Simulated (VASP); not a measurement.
## La2O3: single point with PBEsol+U

Crystal: La2O3.

```
La O
1.0
     3.93078    0.00000    0.00000
    -1.96539    3.40415    0.00000
     0.00000    0.00000    6.11195
La O
2 3
Cartesian
  0.0000 2.2694 1.5050
  1.9654 1.1347 4.6070
  0.0000 0.0000 0.0000
  0.0000 2.2694 3.9477
  1.9654 1.1347 2.1643
```

```json
{"Program": "VASP 6.6.1", "Task": "single point", "Functional": "PBEsol", "Potentials or basis": "VASP PAW PBE potentials, release 64 (La, O)", "Cutoff": "520 eV", "k mesh": "8 × 8 × 5", "Occupations": "fermi-dirac, width 0.05 eV", "Spin": "no spin polarisation", "Hubbard terms": "La f U = 6.0 eV", "Dipole correction": "no", "k mesh for the DOS": "12 × 12 × 8", "Occupations for the DOS": "tetrahedron", "Further INCAR settings": "ALGO = Normal; EDIFF = 1e-06"}
```

The valence electrons inside the program's atomic spheres are La 8.55; O 4.92, 5.02 (each value once).

Levels at points of the mesh, in eV from the valence-band top:
```
           k point  band 17  band 18  band 19  band 20  band 21  band 22  band 23  band 24
(0.00, 0.00, 0.00)    -1.68    -0.32    -0.32    -0.05     4.56     4.64     4.65     5.20
(0.50, 0.00, 0.00)    -0.71    -0.63    -0.42    -0.25     3.91     5.56     5.69     6.05
(0.00, 0.00, 0.50)    -1.01    -0.76    -0.22    -0.22     5.15     5.15     5.58     5.64
(0.50, 0.00, 0.50)    -0.95    -0.73    -0.35    -0.01     4.86     4.96     6.61     6.69
```

Eigenvalues of the final occupation matrices:
| site | spin | trace | eigenvalues |
| --- | --- | --- | --- |
| site 1 f | 1 | 0.08 | 0.01 0.01 0.01 0.01 0.01 0.01 0.02 |
| site 1 f | 2 | 0.08 | 0.01 0.01 0.01 0.01 0.01 0.01 0.02 |
| site 2 f | 1 | 0.08 | 0.01 0.01 0.01 0.01 0.01 0.01 0.02 |
| site 2 f | 2 | 0.08 | 0.01 0.01 0.01 0.01 0.01 0.01 0.02 |

Wall time 2.8 min on 1 thread of Intel(R) Xeon(R) 6975P-C (Granite Rapids), on a shared host, peak memory 0.39 GiB.

Caveat: spin-orbit coupling is left out, which moves the levels of the heavy elements.
